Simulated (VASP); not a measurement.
WSe2, 12 atoms in the cell. The cell holds a slab with vacuum, 12 atoms: a = 3.271 Å, b = 3.271 Å, c = 35.779 Å, α = 90.00°, β = 90.00°, γ = 120.00°.  This cell differs from its parent crystal: atoms displaced along a vibrational mode.

| Property | Result |
| --- | --- |
| Program | VASP 6.6.1 |
| Task | single point |
| Functional | PBEsol |
| Potentials or basis | VASP PAW PBE potentials, release 64 (W_sv, Se) |
| Cutoff | 500 eV |
| k mesh | 9 × 9 × 1 |
| Occupations | gaussian, width 0.05 eV |
| Spin | no spin polarisation |
| Dipole correction | no |
| Further INCAR settings | ALGO = Normal; EDIFF = 1e-06; NBANDS = 64 |

Potentials or basis: VASP PAW PBE potentials, release 64 (W_sv, Se).

Launch:

```console
$ cat potpaw_PBE.64/W_sv/POTCAR potpaw_PBE.64/Se/POTCAR > POTCAR
$ mpirun -np 1 vasp_std > vasp.out
```

Hardware: 1 thread of Intel(R) Xeon(R) Platinum 8488C (Sapphire Rapids), on a shared host.

How long does it take, and how much memory?

Run time: 15 min on 1 thread of Intel(R) Xeon(R) Platinum 8488C (Sapphire Rapids), with other jobs on the host, peak memory 0.79 GiB. Counts: scf iterations 23, k points 41.
